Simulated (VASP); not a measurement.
Input of a VASP 6.6.1 run:

File INCAR:

```
SYSTEM = MgF2
PREC = Accurate
ENCUT = 600
EDIFF = 1E-7
ISMEAR = -1
SIGMA = 0.08
LREAL = .False.
LASPH = .True.
NELM = 120
ALGO = Normal
ISIF = 3
LWAVE = .False.
LCHARG = .False.
GGA = PS
IBRION = 2
NSW = 60
EDIFFG = -0.005
GGA_COMPAT = .False.
NELMIN = 4
```

File KPOINTS:

```
regular mesh
0
Gamma
  7 7 10
  0 0 0
```

File POSCAR:

```
MgF2
1.0
    4.6931053341      0.0000000000      0.0000000000
    0.0000000000      4.6931053341      0.0000000000
    0.0000000000      0.0000000000      3.0974495205
Mg F
2 4
Direct
    0.0000000000      0.0000000000      0.0000000000
    0.5000000000      0.5000000000      0.5000000000
    0.3050000000      0.3050000000      0.0000000000
    0.6950000000      0.6950000000      0.0000000000
    0.8050000000      0.1950000000      0.5000000000
    0.1950000000      0.8050000000      0.5000000000
```

Potentials or basis: VASP PAW PBE potentials, release 64 (Mg, F).

The run is started by

```sh
$ cat potpaw_PBE.64/Mg/POTCAR potpaw_PBE.64/F/POTCAR > POTCAR
$ mpirun -np 1 vasp_std > vasp.out
```

**Question.** Estimate the relaxed volume.

**Answer.** 10.87 Å³/atom.

**Question.** Predict the band gap on the k mesh.

**Answer.** 6.93 eV.

**Question.** What does it give for the space group after relaxing (to 0.1 Å)?

**Answer.** P4_2/mnm (No. 136).

Final structure:
```yaml
crystal:
  lattice:
    - [4.62097, 0.00000, 0.00000]
    - [0.00000, 4.62097, 0.00000]
    - [0.00000, 0.00000, 3.05400]
  atoms:
    - { symbol: Mg, position: [0.00000, 0.00000, 0.00000] }
    - { symbol: Mg, position: [0.50000, 0.50000, 0.50000] }
    - { symbol: F, position: [0.30320, 0.30320, 0.00000] }
    - { symbol: F, position: [0.69680, 0.69680, 0.00000] }
    - { symbol: F, position: [0.80320, 0.19680, 0.50000] }
    - { symbol: F, position: [0.19680, 0.80320, 0.50000] }
```

Caveat: the PAW data sets were made with another functional, which shifts forces and pressure a little. A k mesh can miss the band edges.
